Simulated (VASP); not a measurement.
A run of VASP 6.6.1 is set up as follows.

Contents of INCAR:

```
PREC = Accurate
ENCUT = 550
EDIFF = 1E-7
ISMEAR = -1
SIGMA = 0.1
LREAL = F
LASPH = T
NELM = 120
ALGO = Normal
ISIF = 3
LWAVE = F
LCHARG = F
GGA = CA
IBRION = 2
NSW = 50
EDIFFG = -0.03
GGA_COMPAT = F
NELMIN = 4
```

The input KPOINTS:

```
regular mesh
0
Gamma
  6 6 6
```

Contents of POSCAR:

```
Hg
1.0
    0.0000000000      3.1200000000      3.1200000000
    3.1200000000      0.0000000000      3.1200000000
    3.1200000000      3.1200000000      0.0000000000
Hg
2
Direct
    0.0000000000      0.0000000000      0.0000000000
    0.2500000000      0.2500000000      0.2500000000
```

Potentials or basis: VASP PAW LDA potentials, release 64 (Hg_sv_GW).

Run with:

```sh
$ cat potpaw_LDA.64/Hg_sv_GW/POTCAR > POTCAR
$ mpirun -np 1 vasp_std > vasp.out
```

Question: Estimate the space group after relaxing (to 0.1 Å).

Answer: Fd-3m (No. 227).

Question: Predict the band gap on the k mesh.

Answer: Zero (bands 20 and 21 overlap by 4.18 eV).

Question: Predict the relaxed volume.

Answer: 33.07 Å³/atom.

Question: What does it give for the relaxed cell?

Answer: a = 4.539 Å, b = 4.539 Å, c = 4.539 Å, α = 60.00°, β = 60.00°, γ = 60.00°.

Final structure:
```cif
data_structure
_symmetry_space_group_name_H-M 'P 1'
_symmetry_Int_Tables_number 1
_cell_length_a 4.5393
_cell_length_b 4.5393
_cell_length_c 4.5393
_cell_angle_alpha 60.000
_cell_angle_beta 60.000
_cell_angle_gamma 60.000
_cell_volume 66.14
loop_
_atom_site_label
_atom_site_type_symbol
_atom_site_fract_x
_atom_site_fract_y
_atom_site_fract_z
_atom_site_occupancy
Hg1 Hg 0.00000 0.00000 0.00000 1
Hg2 Hg 0.25000 0.25000 0.25000 1
```

Caveat: spin-orbit coupling is left out, which moves the levels of the heavy elements.
